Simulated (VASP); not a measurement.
Here is a VASP 6.6.1 calculation.

The input INCAR:

```
PREC = Accurate
ENCUT = 500
EDIFF = 1E-6
ISMEAR = 0
SIGMA = 0.1
LREAL = False
LASPH = True
NELM = 120
ALGO = Normal
ISIF = 2
LWAVE = False
LCHARG = True
GGA = PE
LELF = True
LVHAR = True
NBANDS = 18
GGA_COMPAT = False
```

The input KPOINTS:

```
Automatic mesh
0
Gamma
  6 6 6
```

The input POSCAR:

```
BiTe
1.0
    0.0000000000      3.2350000000      3.2350000000
    3.2350000000      0.0000000000      3.2350000000
    3.2350000000      3.2350000000      0.0000000000
Bi Te
1 1
Direct
    0.0000000000      0.0000000000      0.0000000000
    0.2350000000      0.2350000000      0.2350000000
```

Potentials or basis: VASP PAW PBE potentials, release 64 (Bi_d, Te).

The run is started by

```console
$ cat potpaw_PBE.64/Bi_d/POTCAR potpaw_PBE.64/Te/POTCAR > POTCAR
$ mpirun -np 1 vasp_std > vasp.out
```

Predict the largest force.

1.594 eV/Å.

What does it give for the pressure?

21.0 GPa.

Forces on the atoms (eV/Å):
```
Bi  -0.920 -0.920 -0.920
Te   0.920  0.920  0.920
```

Caveat: forces of over 1 eV/Å act on the atoms, so gaps and moduli don't describe the material at rest.
